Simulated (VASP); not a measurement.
# SrCa (P4/mmm) in VASP: single point with LDA

Aim: the single point of SrCa with LDA.

All numbers are computed with VASP 6.6.1; they aren't measurements. Logs are shortened: lines on timing, memory, paths and dates and some standing lists are left out, and cuts for length are marked.

**1. The cell of the first run**

It takes space group P4/mmm (No. 123, tetragonal). Conventional cell: a = 3.937 Å, b = 3.937 Å, c = 5.568 Å, α = 90.00°, β = 90.00°, γ = 90.00°. Sr (site symmetry 4/mmm) has 4 Sr at 3.94 Å and 8 Ca at 3.94 Å within 5.2 Å. Within 5.2 Å of Ca (site symmetry 4/mmm) lie 8 Sr at 3.94 Å and 4 Ca at 3.94 Å.

**2. Single point, LDA**

File INCAR:

```
  PREC = Accurate
  ENCUT = 520
  EDIFF = 1E-6
  ISMEAR = 1
  SIGMA = 0.05
  LREAL = F
  LASPH = T
  NELM = 60
  ALGO = Normal
  ISIF = 2
  LWAVE = F
  LCHARG = T
  GGA = CA
  LELF = T
  LVHAR = T
  NBANDS = 28
```

File KPOINTS:

```
Automatic mesh
0
Gamma
  4 4 4
```

File POSCAR:

```
SrCa
1.0
    5.5679059091      0.0000000000      0.0000000000
    0.0000000000      5.5679059091      0.0000000000
    0.0000000000      0.0000000000      5.5679059091
Sr Ca
2 2
Direct
    0.0000000000      0.0000000000      0.0000000000
    0.0000000000      0.5000000000      0.5000000000
    0.5000000000      0.0000000000      0.5000000000
    0.5000000000      0.5000000000      0.0000000000
```

Potentials or basis: VASP PAW LDA potentials, release 64 (Sr_sv, Ca_sv).

Started as:

```console
> cat potpaw_LDA.64/Sr_sv/POTCAR potpaw_LDA.64/Ca_sv/POTCAR > POTCAR
> mpirun -np 1 vasp_std > vasp.out
```

OUTCAR:

```text
PREC = Accurate
   ENCUT = 520
   EDIFF = 1E-6
   ISMEAR = 1
   LREAL = F
   LASPH = T
   NELM = 60
   ISIF = 2
   GGA = CA

 ion  position               nearest neighbor table
   1  0.000  0.000  0.000-   2 3.94   3 3.94   4 3.94   2 3.94   3 3.94   2 3.94   4 3.94   2 3.94
                             3 3.94   4 3.94   3 3.94   4 3.94
   2  0.000  0.500  0.500-   1 3.94   3 3.94   4 3.94   1 3.94   4 3.94   1 3.94   3 3.94   1 3.94
                             3 3.94   4 3.94   4 3.94   3 3.94
   3  0.500  0.000  0.500-   1 3.94   2 3.94   1 3.94   2 3.94   1 3.94   2 3.94   1 3.94   2 3.94

   4  0.500  0.500  0.000-   1 3.94   2 3.94   2 3.94   1 3.94   1 3.94   2 3.94   2 3.94   1 3.94

  LATTYP: Found a simple cubic cell.
 ALAT       =     5.5679059091

  Lattice vectors:

 A1 = (   5.5679059091,   0.0000000000,   0.0000000000)
 A2 = (   0.0000000000,   5.5679059091,   0.0000000000)
 A3 = (   0.0000000000,   0.0000000000,   5.5679059091)

Analysis of symmetry for initial positions (statically):
=====================================================================
 Subroutine PRICEL returns following result:

  LATTYP: Found a simple tetragonal cell.
 ALAT       =     3.9371040253
 C/A-ratio  =     1.4142135624

  Lattice vectors:

 A1 = (   0.0000000000,   2.7839529546,  -2.7839529545)
 A2 = (   0.0000000000,   2.7839529546,   2.7839529546)
 A3 = (   5.5679059091,   0.0000000000,   0.0000000000)

   2 primitive cells build up your supercell.

 Routine SETGRP: Setting up the symmetry group for a
 simple cubic supercell.

 Subroutine GETGRP returns: Found 16 space group operations
 (whereof 16 operations were pure point group operations)
 out of a pool of 48 trial point group operations.

The static configuration has the point symmetry D_4h.

Analysis of symmetry for dynamics (positions and initial velocities):
=====================================================================
 Subroutine PRICEL returns following result:

  LATTYP: Found a simple tetragonal cell.
 ALAT       =     3.9371040253
 C/A-ratio  =     1.4142135624

  Lattice vectors:

 A1 = (   0.0000000000,   2.7839529546,  -2.7839529545)
 A2 = (   0.0000000000,   2.7839529546,   2.7839529546)
 A3 = (   5.5679059091,   0.0000000000,   0.0000000000)

   2 primitive cells build up your supercell.

 Routine SETGRP: Setting up the symmetry group for a
 simple cubic supercell.

 Subroutine GETGRP returns: Found 16 space group operations
 (whereof 16 operations were pure point group operations)
 out of a pool of 48 trial point group operations.

The dynamic configuration has the point symmetry D_4h.

 Subroutine INISYM returns: Found 16 space group operations
 (whereof 16 operations are pure point group operations),
 and found     2 'primitive' translations

----------------------------------------------------------------------------------------

                                     Primitive cell

  volume of cell :      86.3069

  direct lattice vectors                    reciprocal lattice vectors
     0.000000000  2.783952955 -2.783952955     0.000000000  0.179600736 -0.179600736
     0.000000000  2.783952955  2.783952955     0.000000000  0.179600736  0.179600736
     5.567905909  0.000000000  0.000000000     0.179600736  0.000000000  0.000000000

  length of vectors
     3.937104025  3.937104025  5.567905909     0.253993797  0.253993797  0.179600736

  position of ions in fractional coordinates (direct lattice)
     0.000000000  0.000000000  0.000000000
     0.500000000  0.500000000  0.500000000

  ion indices of the primitive-cell ions
   primitive index   ion index
                 1           1
                 2           3

----------------------------------------------------------------------------------------

 KPOINTS: Automatic mesh

Automatic generation of k-mesh.
 Grid dimensions read from file:
 generate k-points for:    4    4    4

 Generating k-lattice:

  Cartesian coordinates                     Fractional coordinates (reciprocal lattice)
     0.044900184  0.000000000  0.000000000     0.250000000  0.000000000  0.000000000
     0.000000000  0.044900184  0.000000000     0.000000000  0.250000000  0.000000000
     0.000000000  0.000000000  0.044900184     0.000000000  0.000000000  0.250000000

  Length of vectors
     0.044900184  0.044900184  0.044900184

  Shift w.r.t. Gamma in fractional coordinates (k-lattice)
     0.000000000  0.000000000  0.000000000

 Subroutine IBZKPT returns following result:
 ===========================================

 Found     18 irreducible k-points:

 Following reciprocal coordinates:
            Coordinates               Weight
  0.000000  0.000000  0.000000      1.000000
  0.250000  0.000000  0.000000      2.000000
  0.000000  0.250000  0.000000      4.000000
  0.500000  0.000000  0.000000      1.000000
  0.000000  0.500000  0.000000      2.000000
  0.250000  0.250000  0.000000      8.000000
[... 10 lines left out ...]
  0.250000  0.500000  0.500000      2.000000
  0.500000  0.500000  0.500000      1.000000
   k-points           NKPTS =     18   k-points in BZ     NKDIM =     18   number of bands    NBANDS=     28
   number of dos      NEDOS =    301   number of ions     NIONS =      4
   total plane-waves  NPLWV =  74088
   dimension x,y,z NGX =    42 NGY =   42 NGZ =   42
   dimension x,y,z NGXF=    84 NGYF=   84 NGZF=   84
   ions per type =               2   2
   NGX,Y,Z   is equivalent  to a cutoff of  12.54, 12.54, 12.54 a.u.
   NGXF,Y,Z  is equivalent  to a cutoff of  25.08, 25.08, 25.08 a.u.
 SYSTEM =  unknown system
   PREC   = accura    normal or accurate (medium, high low for compatibility)
   ISTART =      0    job   : 0-new  1-cont  2-samecut
   ICHARG =      2    charge: 1-file 2-atom 10-const
   ISPIN  =      1    spin polarized calculation?
   LNONCOLLINEAR =      F non collinear calculations
   LSORBIT =      F    spin-orbit coupling
   LASPH  =      T    aspherical Exc in radial PAW
   ENCUT  =  520.0 eV  38.22 Ry    6.18 a.u.  10.35 10.35 10.35*2*pi/ulx,y,z
   NELM   =     60;   NELMIN=  2; NELMDL= -5     # of ELM steps
   EDIFF  = 0.1E-05   stopping-criterion for ELM
   LREAL  =      F    real-space projection
[... 7 lines left out ...]
   TEBEG  =    0.0;   TEEND  =   0.0 temperature during run
   PSTRESS=    0.0 pullay stress
   NELECT =      40.0000    total number of electrons
   NUPDOWN=      -1.0000    fix difference up-down
   EMIN   =  10.00;   EMAX   =-10.00  energy-range for DOS
   EFERMI =   0.00;   METHOD = LEGACY
   ISMEAR =     1;   SIGMA  =   0.05  broadening in eV -4-tet -1-fermi 0-gaus
   EFERMI_NEDOS =   21; number of points for ismear=-14 and -15
   IALGO  =     38    algorithm
   IMIX   =      4    mixing-type and parameters
     AMIX     =   0.40;   BMIX     =  1.00
     AMIX_MAG =   1.60;   BMIX_MAG =  1.00
  volume/ion in A,a.u.               =      43.15       291.21
  Fermi-wavevector in a.u.,A,eV,Ry     =   1.005548  1.900211 13.757224  1.011127
  Thomas-Fermi vector in A             =   2.138235
   LORBIT       =      0    0 simple, 1 ext, 2 COOP (PROOUT), +10 PAW based schemes
   GGA     = CA    functional components
   LHFCALC =     F    Hartree Fock is set to
   AEXX    =    0.0000 exact exchange contribution
   IVDW    =     0    specifies the selected vdW correction
   LEPSILON=     F    determine dielectric tensor
   LRPA    =     F    only Hartree local field effects (RPA)
 non-spin polarized calculation
 Methfessel and Paxton  Order N= 1 SIGMA  =   0.05
  energy-cutoff  :      520.00
  volume of cell :      172.61
 maximum number of plane-waves:      4697
 NGX is ok and might be reduce to    42
   NGX = 21   NGY = 21   NGZ = 21

 number of electron      39.9999990 magnetization

 Free energy of the ion-electron system (eV)
  ---------------------------------------------------
  ext. energy  EPLUGINS =         0.00000000
  ---------------------------------------------------
  free energy    TOTEN  =        -8.16654376 eV

  energy without entropy =       -8.16438887  energy(sigma->0) =       -8.16582547

 E-fermi :   2.0508     XC(G=0):  -8.1250

 val. band max:        1.9082600821   @ k =   0.0000   0.2500   0.2500
 cond. band min:       2.0512046490   @ k =   0.5000   0.2500   0.2500
 fundamental gap:      0.1429445669
 Fermi energy:         2.0507837779

 k-point     1 :       0.0000    0.0000    0.0000
  band No.  band energies     occupation
      1     -39.5369      2.00000
      2     -39.5280      2.00000
      3     -33.9863      2.00000
      4     -33.9575      2.00000
      5     -20.8536      2.00000
      6     -20.8536      2.00000
[... 20 lines left out ...]
     27       4.3039      0.00000
     28       4.3438      0.00000

 k-point     2 :       0.2500    0.0000    0.0000
  band No.  band energies     occupation
      1     -39.5369      2.00000
      2     -39.5280      2.00000
      3     -33.9863      2.00000
      4     -33.9574      2.00000
      5     -20.8533      2.00000
      6     -20.8533      2.00000
[... 20 lines left out ...]
     27       3.9235      0.00000
     28       4.4657      0.00000

 k-point     3 :       0.0000    0.2500    0.0000
  band No.  band energies     occupation
      1     -39.5356      2.00000
      2     -39.5293      2.00000
      3     -33.9820      2.00000
      4     -33.9617      2.00000
      5     -20.8446      2.00000
      6     -20.8442      2.00000
[... 20 lines left out ...]
     27       3.9021      0.00000
     28       4.4714      0.00000

 k-point     4 :       0.5000    0.0000    0.0000
  band No.  band energies     occupation
      1     -39.5368      2.00000
      2     -39.5280      2.00000
      3     -33.9863      2.00000
      4     -33.9574      2.00000
      5     -20.8529      2.00000
      6     -20.8529      2.00000
[... 392 lines left out ...]
     27       3.9190      0.00000
     28       3.9193      0.00000

 k-point    17 :       0.2500    0.5000    0.5000
  band No.  band energies     occupation
      1     -39.5324      2.00000
      2     -39.5324      2.00000
      3     -33.9717      2.00000
      4     -33.9717      2.00000
      5     -20.8617      2.00000
      6     -20.8617      2.00000
[... 20 lines left out ...]
     27       3.9947      0.00000
     28       3.9954      0.00000

 k-point    18 :       0.5000    0.5000    0.5000
  band No.  band energies     occupation
      1     -39.5324      2.00000
      2     -39.5324      2.00000
      3     -33.9717      2.00000
      4     -33.9717      2.00000
      5     -20.8623      2.00000
      6     -20.8623      2.00000
[... 20 lines left out ...]
     27       4.1601      0.00000
     28       4.1626      0.00000

------------------------ aborting loop because EDIFF is reached ----------------------------------------

  FORCE on cell =-STRESS in cart. coord.  units (eV):
  Direction    XX          YY          ZZ          XY          YZ          ZX
  --------------------------------------------------------------------------------------
  -------------------------------------------------------------------------------------
  Total       -0.0289960     -0.0177789     -0.0177789      0.0000000      0.0000000      0.0000000
  in kB       -0.2691370     -0.1650211     -0.1650211      0.0000000      0.0000000      0.0000000
  external PRESSURE =      -0.1997264 kB  Pullay stress =       0.0000000 kB

 VOLUME and BASIS-vectors are now :
 -----------------------------------------------------------------------------
  energy-cutoff  :      520.00
  volume of cell :      172.61
      direct lattice vectors                 reciprocal lattice vectors
     5.567905909  0.000000000  0.000000000     0.179600736  0.000000000  0.000000000
     0.000000000  5.567905909  0.000000000     0.000000000  0.179600736  0.000000000
     0.000000000  0.000000000  5.567905909     0.000000000  0.000000000  0.179600736

 POSITION                                       TOTAL-FORCE (eV/Angst)
 -----------------------------------------------------------------------------------
      0.00000      0.00000      0.00000         0.000000     -0.000000     -0.000000
      0.00000      2.78395      2.78395         0.000000     -0.000000     -0.000000
      2.78395      0.00000      2.78395        -0.000000      0.000000      0.000000
      2.78395      2.78395      0.00000        -0.000000      0.000000      0.000000
 -----------------------------------------------------------------------------------
    total drift:                                0.000000     -0.000000     -0.000000

  FREE ENERGIE OF THE ION-ELECTRON SYSTEM (eV)
  ---------------------------------------------------
  free  energy   TOTEN  =        -8.1665437627 eV

  energy  without entropy=       -8.1643888714  energy(sigma->0) =       -8.16582547
```

Wall time 65 s (1 thread of Intel Xeon Platinum 8375C at 2.90GHz (Ice Lake), shared host); peak memory 0.25 GiB.

What came out:

```yaml
Free_energy: -8.1665 eV
Pressure: 0.0 GPa
Band_gap_on_the_k_mesh: zero (band 20 reaches 2.30 eV, above the bottom of band 21 at 2.05 eV)
```

Levels at points of the mesh, in eV from the Fermi level:
| k point | band 16 | band 17 | band 18 | band 19 | band 20 | band 21 | band 22 | band 23 | band 24 | band 25 |
| --- | --- | --- | --- | --- | --- | --- | --- | --- | --- | --- |
| (0.00, 0.00, 0.00) | -18.04 | -4.04 | -0.94 | -0.75 | -0.57 | 0.26 | 0.26 | 0.26 | 1.26 | 1.26 |
| (0.50, 0.00, 0.00) | -18.04 | -2.63 | -2.60 | -0.25 | 0.25 | 0.39 | 0.39 | 0.91 | 0.91 | 1.08 |
| (0.00, 0.50, 0.00) | -18.13 | -2.62 | -2.62 | 0.01 | 0.01 | 0.65 | 0.65 | 0.67 | 0.67 | 1.08 |
| (0.50, 0.50, 0.00) | -18.14 | -1.57 | -1.57 | -1.31 | -1.31 | 0.72 | 0.72 | 1.02 | 1.02 | 1.25 |
| (0.00, 0.50, 0.50) | -18.02 | -1.54 | -1.54 | -1.35 | -1.35 | 0.67 | 0.67 | 1.03 | 1.03 | 1.25 |
| (0.50, 0.50, 0.50) | -18.02 | -1.38 | -1.38 | -1.03 | -1.03 | 0.01 | 0.01 | 0.29 | 0.29 | 2.01 |
